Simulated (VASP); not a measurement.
Here is a VASP 6.6.1 calculation.

INCAR

```
ALGO     = Normal         # electronic algorithm
EDIFF    = 1E-6           # SCF threshold, eV
ENCUT    = 500            # plane-wave cutoff, eV
GGA      = PE             # functional
GGA_COMPAT= False        
ISIF     = 2              # what is computed and relaxed
ISMEAR   = -1             # smearing method
LASPH    = True           # aspherical terms in the spheres
LCHARG   = False          # write CHGCAR
LREAL    = False          # projectors in reciprocal space
LWAVE    = False          # write WAVECAR
NBANDS   = 14             # bands
NELM     = 120            # most SCF steps
PREC     = Accurate       # precision mode
SIGMA    = 0.1            # smearing width, eV
```

File KPOINTS:

```
k-points
0
Gamma
  14 14 14
```

POSCAR

```
Rh
1.0
    0.0000000000      1.8978500000      1.8978500000
    1.8978500000      0.0000000000      1.8978500000
    1.8978500000      1.8978500000      0.0000000000
Rh
1
Direct
    0.0000000000      0.0000000000      0.0000000000
```

Potentials or basis: VASP PAW PBE potentials, release 64 (Rh_pv).

Command:

```bash
$ cat potpaw_PBE.64/Rh_pv/POTCAR > POTCAR
$ mpirun -np 1 vasp_std > vasp.out
```

**Question.** Estimate the pressure.

**Answer.** 7.9 GPa.
